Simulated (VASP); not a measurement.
The system is K2RbCl3.

```
CELL_PARAMETERS angstrom
4.65755 0.00000 0.00000
-2.32878 4.03356 0.00000
0.00000 0.00000 11.51938
ATOMIC_POSITIONS crystal
K 0.33333 0.66667 0.67902
K 0.66667 0.33333 0.32098
Rb 0.00000 0.00000 0.00000
Cl 0.33333 0.66667 0.14299
Cl 0.66667 0.33333 0.85701
Cl 0.00000 0.00000 0.50000
```

| Item | Value |
| --- | --- |
| Program | VASP 6.6.1 |
| Task | relaxation of cell and atoms |
| Functional | PBEsol |
| Potentials or basis | VASP PAW PBE potentials, release 64 (K_sv, Rb_sv, Cl) |
| Cutoff | 600 eV |
| k mesh | 6 × 6 × 2 |
| Occupations | fermi-dirac, width 0.03 eV |
| Spin | no spin polarisation |

At the start: pressure -1.1 GPa; volume 36.07 Å³/atom.

Q: Where does the relaxation end?

A: Over 12 steps the energy falls by 63.4 meV/atom and the volume is 32.04 Å³/atom (-11.2 %); space group P-3m1 (No. 164, to 0.05 Å).

The path:
| step | energy change (eV) | largest force (eV/Å) | pressure (GPa) | volume (Å³) |
| --- | --- | --- | --- | --- |
| 1 | 0.0000 | 0.6490 | -1.07 | 216.41 |
| 2 | -0.0853 | 0.6281 | -0.72 | 208.95 |
| 3 | -0.2001 | 0.5317 | 0.89 | 187.58 |
| 4 | -0.2738 | 0.3183 | 0.61 | 188.66 |
| 5 | -0.3277 | 0.3425 | 0.14 | 191.20 |
| 6 | -0.3294 | 0.3282 | 0.19 | 190.86 |
| 7 | -0.3537 | 0.2175 | -0.07 | 193.33 |
| 8 | -0.3673 | 0.0727 | -0.37 | 196.67 |
| 9 | -0.3779 | 0.0582 | 0.05 | 191.84 |
| 10 | -0.3779 | 0.0596 | 0.06 | 191.65 |
| 11 | -0.3797 | 0.0374 | 0.03 | 191.91 |
| 12 | -0.3805 | 0.0096 | 0.00 | 192.22 |

Final structure:
```xyz
6
Lattice="4.4869 0.0000 0.0000 -2.2435 3.8858 0.0000 0.0000 0.0000 11.0247" Properties=species:S:1:pos:R:3 pbc="T T T"
K     0.0000    2.5905    7.2896
K     2.2434    1.2953    3.7350
Rb    0.0000    0.0000    0.0000
Cl    0.0000    2.5905    1.9537
Cl    2.2434    1.2953    9.0710
Cl    0.0000    0.0000    5.5123
```

Caveat: the PAW data sets were made with another functional, which shifts forces and pressure a little.
